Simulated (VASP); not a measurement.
Set up this calculation in VASP 6.6.1, as the native input.

```
Task                               : single point
Functional                         : PBE-based screened hybrid with 50 % exact exchange
Potentials or basis                : VASP PAW PBE potentials, release 64 (Mo_sv, Te)
Cutoff                             : 400 eV
k mesh                             : 4 × 4 × 4
Occupations                        : fermi-dirac, width 0.02 eV
Spin                               : no spin polarisation
Dipole correction                  : no
Grid for exact exchange (PRECFOCK) : Normal
Share of exact exchange            : 0.5
Further INCAR settings             : ALGO = Normal; EDIFF = 1e-06; NBANDS = 20
Screening parameter                : 0.3 1/Å
```

Crystal: Te2Mo.

```
Mo Te
1.0
     0.00000    3.31483    3.31483
     3.31483    0.00000    3.31483
     3.31483    3.31483    0.00000
Mo Te
1 2
Direct
  0.00000 0.00000 0.00000
  0.25000 0.25000 0.25000
  0.75000 0.75000 0.75000
```

The input as run:

POSCAR

```
Te2Mo
1.0
    0.0000000000      3.3148317929      3.3148317929
    3.3148317929      0.0000000000      3.3148317929
    3.3148317929      3.3148317929      0.0000000000
Mo Te
1 2
Direct
    0.0000000000      0.0000000000      0.0000000000
    0.2500000000      0.2500000000      0.2500000000
    0.7500000000      0.7500000000      0.7500000000
```

INCAR.step1

```
ALGO = Normal
EDIFF = 1E-5
ENCUT = 400
GGA = PE
GGA_COMPAT = F
ISIF = 2
ISMEAR = -1
LASPH = T
LCHARG = F
LREAL = F
LWAVE = T
NBANDS = 20
NELM = 120
PREC = Accurate
SIGMA = 0.02
```

INCAR.step2

```
AEXX = 0.5
ALGO = Normal
EDIFF = 1E-6
ENCUT = 400
GGA = PE
GGA_COMPAT = F
HFSCREEN = 0.3
ISIF = 2
ISMEAR = -1
ISTART = 1
LASPH = T
LCHARG = F
LHFCALC = T
LREAL = F
LWAVE = F
NBANDS = 20
NELM = 120
PREC = Accurate
PRECFOCK = Normal
SIGMA = 0.02
```

KPOINTS

```
k-points
0
Gamma
  4 4 4
```

Potentials or basis: VASP PAW PBE potentials, release 64 (Mo_sv, Te).

Run with:

```sh
$ cat potpaw_PBE.64/Mo_sv/POTCAR potpaw_PBE.64/Te/POTCAR > POTCAR
$ cp INCAR.step1 INCAR
$ mpirun -np 1 vasp_std > vasp.out
$ cp INCAR.step2 INCAR
$ mpirun -np 1 vasp_std > vasp.out
```

It gave:

```yaml
Pressure: -6.3 GPa
Band_gap_on_the_k_mesh: zero (bands 13 and 14 overlap by 0.83 eV)
```

Caveat: the k points lie up to 0.41 Å⁻¹ apart, too coarse for converged energies and pressures of a metal; the PAW data sets were made with another functional, which shifts forces and pressure a little; spin-orbit coupling is left out, which moves the levels of the heavy elements.

Run time: 22 min on 1 thread of Intel(R) Xeon(R) Platinum 8488C (Sapphire Rapids), on a shared host, peak memory 0.29 GiB.
